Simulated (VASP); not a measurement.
## MgO (Periclase): single point with PBE

The system is MgO (Periclase).

```
CELL_PARAMETERS angstrom
0.01054 2.10850 2.10850
2.10850 0.01054 2.10850
2.11904 2.11904 0.00000
ATOMIC_POSITIONS crystal
Mg 0.00000 0.00000 0.00000
O 0.50000 0.50000 0.50000
```

```json
{
  "Program": "VASP 6.6.1",
  "Task": "single point",
  "Functional": "PBE",
  "Potentials or basis": "VASP PAW PBE potentials, release 64 (Mg, O)",
  "Cutoff": "600 eV",
  "k mesh": "8 × 8 × 8",
  "Occupations": "fermi-dirac, width 0.02 eV",
  "Spin": "no spin polarisation"
}
```

* Pressure: 3.1 GPa
* Band gap on the k mesh: 4.65 eV, direct

Stress tensor (GPa, compression positive):
```
 3.12 -1.47  0.00
-1.47  3.12  0.00
 0.00  0.00  3.10
```

Levels at points of the mesh, in eV from the valence-band top:
```csv
k point,band 1,band 2,band 3,band 4,band 5,band 6,band 7,band 8,band 9
"(0.00, 0.00, 0.00)",-17.28,-0.07,-0.04,0.00,4.65,15.60,15.75,15.89,19.65
"(0.50, 0.00, 0.00)",-16.00,-4.62,-0.73,-0.69,7.80,12.58,16.12,16.22,20.76
"(0.50, 0.50, 0.00)",-15.75,-4.11,-1.44,-1.32,9.06,9.91,13.02,18.78,18.98
"(0.00, 0.00, 0.50)",-16.02,-4.66,-0.69,-0.64,7.87,12.47,16.26,16.36,20.85
"(0.50, 0.00, 0.50)",-15.75,-4.11,-1.38,-1.38,9.08,9.90,13.02,18.88,18.88
```

It took 10 s on 1 thread of Intel(R) Xeon(R) Platinum 8488C (Sapphire Rapids), on a shared host, peak memory 0.16 GiB.

PBE gaps usually lie below the measured ones, often by a third to a half.
